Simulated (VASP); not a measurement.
Set up this calculation in VASP 6.6.1, as the native input.

| Item | Value |
| --- | --- |
| Task | single point |
| Functional | PBEsol |
| Potentials or basis | VASP PAW PBE potentials, release 64 (Ba_sv) |
| Cutoff | 520 eV |
| k mesh | 10 × 10 × 6 |
| Occupations | fermi-dirac, width 0.08 eV |
| Spin | no spin polarisation |
| Dipole correction | no |
| Further INCAR settings | ALGO = Normal; EDIFF = 1e-06; NBANDS = 17 |

The structure of Ba lies in POSCAR:

```
Ba
1.0
    4.3478696643      0.0000000000      0.0000000000
   -2.1739348321      3.7653655816      0.0000000000
    0.0000000000      0.0000000000      7.0938975423
Ba
2
Direct
    0.3333333333      0.6666666667      0.2500000000
    0.6666666667      0.3333333333      0.7500000000
```

This isn't the form of Ba at room conditions, which is bcc.

One way to write it, as run:

INCAR

```
  PREC = Accurate
  ENCUT = 520
  EDIFF = 1E-6
  ISMEAR = -1
  SIGMA = 0.08
  LREAL = False
  LASPH = True
  NELM = 80
  ALGO = Normal
  ISIF = 2
  LWAVE = False
  LCHARG = True
  GGA = PS
  LELF = True
  LVHAR = True
  NBANDS = 17
```

KPOINTS

```
Automatic mesh
0
Gamma
  10 10 6
```

Potentials or basis: VASP PAW PBE potentials, release 64 (Ba_sv).

Launch:

```console
$ cat potpaw_PBE.64/Ba_sv/POTCAR > POTCAR
$ mpirun -np 1 vasp_std > vasp.out
```

Results of the run:

```json
{"Pressure": "0.1 GPa", "Band gap on the k mesh": "zero (bands 10 and 11 overlap by 0.35 eV)"}
```

Caveat: the PAW data sets were made with another functional, which shifts forces and pressure a little; spin-orbit coupling is left out, which moves the levels of the heavy elements.

Wall time 84 s on 1 thread of Oxide Virtual Turin-like Processor, with other jobs on the host, peak memory 0.23 GiB.
